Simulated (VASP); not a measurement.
Wanted: the native input for a VASP 6.6.1 run.

| Property | Result |
| --- | --- |
| Task | single point |
| Functional | PBE |
| Potentials or basis | VASP PAW PBE potentials, release 64 (K_sv, Cl) |
| Cutoff | 500 eV |
| k mesh | 6 × 6 × 6 |
| Occupations | fermi-dirac, width 0.1 eV |
| Spin | no spin polarisation |
| Dipole correction | no |
| Further INCAR settings | ALGO = Normal; EDIFF = 1e-06; NBANDS = 15 |

The structure of KCl lies in POSCAR:

```
KCl
1.0
    4.0855239698      0.0000000000      0.0000000000
    2.0427619849      3.5381675457      0.0000000000
    2.0427619849      1.1793891819      3.3358163527
K Cl
1 1
Direct
    0.0000000000      0.0000000000      0.0000000000
    0.5000000000      0.5000000000      0.5000000000
```

These files were run (other wordings do the same):

INCAR

```
PREC = Accurate
ENCUT = 500
EDIFF = 1E-6
ISMEAR = -1
SIGMA = 0.1
LREAL = False
LASPH = True
NELM = 120
ALGO = Normal
ISIF = 2
LWAVE = False
LCHARG = True
GGA = PE
LELF = True
LVHAR = True
NBANDS = 15
GGA_COMPAT = False
```

KPOINTS

```
Automatic mesh
0
Gamma
  6 6 6
```

Potentials or basis: VASP PAW PBE potentials, release 64 (K_sv, Cl).

Launch:

```console
$ cat potpaw_PBE.64/K_sv/POTCAR potpaw_PBE.64/Cl/POTCAR > POTCAR
$ mpirun -np 1 vasp_std > vasp.out
```

It gave:

- Pressure: 10.1 GPa
- Band gap on the k mesh: 6.15 eV (least direct gap 6.21 eV)

Caveat: the cell stands under pressure.

Wall time 15 s on 1 thread of Intel Xeon 8259CL (shared host), peak memory 0.16 GiB.
